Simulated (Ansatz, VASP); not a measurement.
Mn in VASP and in Ansatz

```
CELL_PARAMETERS angstrom
-1.51438 1.51438 1.51438
1.51438 -1.51438 1.51438
1.51438 1.51438 -1.51438
ATOMIC_POSITIONS crystal
Mn 0.00000 0.00000 0.00000
```

Change from the starting cell: volume scaled by 0.95.

Alike in both runs: task single point; functional PBE; k mesh 19 × 19 × 19; occupations fermi-dirac, width 0.03 eV; collinear spin.

```csv
,VASP,Ansatz
version,VASP 6.6.1,Ansatz 0.2.0
potentials or method,"VASP PAW PBE potentials, release 64 (Mn_pv), cutoff 520 eV","all-electron LAPW, scalar-relativistic"
```

VASP gave:

```
pressure (GPa)                                                : -33.9
net moment per atom (μB)                                      : 1.25
size of the moment on the site where the two differ most (μB) : 1.27
```

Q: What did Ansatz give for the same quantities?

A: Pressure (GPa): -34.2; net moment per atom (μB): 1.24; size of the moment on the site where the two differ most (μB): 1.27.

Site moments also hang on the region over which each program counts them. Both programs put the cell under strong tension, so it lies far from rest at this level. Ansatz ran all-electron here, and VASP with PAW potentials.

Noted on VASP's run: the cell as given lies far from equilibrium.
